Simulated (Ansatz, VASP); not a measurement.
Na in VASP and in Ansatz

File INCAR:

```
PREC = Accurate
ENCUT = 600
EDIFF = 1E-7
ISMEAR = 0
SIGMA = 0.1
LREAL = F
LASPH = T
NELM = 80
ALGO = Normal
ISIF = 3
LWAVE = F
LCHARG = F
GGA = PS
IBRION = 2
NSW = 100
EDIFFG = -0.005
```

File KPOINTS:

```
Automatic mesh
0
Gamma
  12 12 8
```

Contents of POSCAR:

```
Na
1.0
    3.8148280000      0.0000000000      0.0000000000
   -1.9074140000      3.3037380000      0.0000000000
    0.0000000000      0.0000000000      6.2295890000
Na
2
Direct
    0.0000000000      0.0000000000      0.0000000000
    0.3333333300      0.6666666700      0.5000000000
```

Input for Ansatz:

```yaml
crystal:
  lattice:
    - [3.814828, 0.0, 0.0]
    - [-1.907414, 3.303738, 0.0]
    - [0.0, 0.0, 6.229589]
  atoms:
    - { symbol: Na, position: [0.0, 0.0, 0.0] }
    - { symbol: Na, position: [0.33333333, 0.66666667, 0.5] }
basis:
  ecutwfc: 420
kpoints:
  mp_grid: { grid: [12, 12, 8] }
hamiltonian:
  xc: pbesol
scf:
  occupations: { method: gaussian, width: 0.1 }
output:
  forces: true
  stress: true
  eigenvalues: true
relax:
  adjacent_minimum: "off"
  f_tol: 0.005
  max_steps: 80
  cell: { stress_tol: 0.05 }
```

Alike in both runs: task relaxation of cell and atoms; functional PBEsol; k mesh 12 × 12 × 8; occupations gaussian, width 0.1 eV; no spin polarisation.

|  | VASP | Ansatz |
| --- | --- | --- |
| version | VASP 6.6.1 | Ansatz 0.2.0 |
| potentials or method | VASP PAW PBE potentials, release 64 (Na_pv), cutoff 600 eV | scalar-relativistic, plane waves, PAW |
| valence electrons in the cell | 14 | 18 |

```tsv
	VASP	Ansatz	Ansatz less VASP
gap on the k mesh at the Fermi level, each at its own relaxed structure (eV)	none	none	-
relaxed volume (Å³/atom)	36.25	36.35	+0.101
relaxed length of the cell vector where the two differ most in proportion (Å)	3.721	3.727	+0.0062
```

VASP's potentials were made for PBE, not for PBEsol. A gap of «none» marks a metal or a gap that the smearing closes. VASP's potentials hold 14 valence electrons a cell and Ansatz's 18, so a difference there can come from the potentials and not from the codes.
